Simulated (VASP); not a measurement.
Set up this calculation in VASP 6.6.1, as the native input.

- Task: single point
- Functional: PBE
- Dispersion: D3(BJ)
- Potentials or basis: VASP PAW PBE potentials, release 64 (Pb_d, S)
- Cutoff: 520 eV
- k mesh: 8 × 8 × 3
- Occupations: gaussian, width 0.03 eV
- Spin: no spin polarisation
- Dipole correction: no
- Further INCAR settings: ALGO = Normal; EDIFF = 1e-07; NBANDS = 50

The structure of PbS lies in POSCAR:

```
PbS
1.0
   -2.9671314639     -2.9671314639      0.0000000000
    2.9671314639     -2.9671314639      0.0000000000
   -0.4943241019      0.0000000000     11.8685258554
Pb S
4 4
Direct
    0.4895875000      0.5104125000      0.1250000000
   -0.0312375000      0.0312375000      0.3750000000
    0.4479375000      0.5520625000      0.6250000000
   -0.0728875000      0.0728875000      0.8750000000
   -0.0104125000      0.0104125000      0.1250000000
    0.4687625000      0.5312375000      0.3750000000
   -0.0520625000      0.0520625000      0.6250000000
    0.4271125000      0.5728875000      0.8750000000
```

One way to write it, as run:

INCAR

```
ALGO     = Normal         # electronic algorithm
EDIFF    = 1E-7           # SCF threshold, eV
ENCUT    = 520            # plane-wave cutoff, eV
GGA      = PE             # functional
ISIF     = 2              # what is computed and relaxed
ISMEAR   = 0              # smearing method
IVDW     = 12             # dispersion correction
LASPH    = T              # aspherical terms in the spheres
LCHARG   = F              # write CHGCAR
LREAL    = F              # projectors in reciprocal space
LWAVE    = F              # write WAVECAR
NBANDS   = 50             # bands
NELM     = 80             # most SCF steps
PREC     = Accurate       # precision mode
SIGMA    = 0.03           # smearing width, eV
```

KPOINTS

```
k-points
0
Gamma
  8 8 3
```

Potentials or basis: VASP PAW PBE potentials, release 64 (Pb_d, S).

Run with:

```console
$ cat potpaw_PBE.64/Pb_d/POTCAR potpaw_PBE.64/S/POTCAR > POTCAR
$ mpirun -np 1 vasp_std > vasp.out
```

Results of the run:

```
Pressure                   : -0.2 GPa
Largest force              : 0.148 eV/Å
Band gap on the k mesh     : 0.29 eV
Dispersion energy per atom : -0.347 eV
```

Caveat: spin-orbit coupling is left out, which moves the levels of the heavy elements; an odd mesh through Γ misses points on the zone boundary, where band edges can lie.

Wall time 7.3 min on 1 thread of Intel(R) Xeon(R) Platinum 8259CL CPU @ 2.50GHz (Skylake/Cascade Lake), on a shared host, peak memory 0.58 GiB.
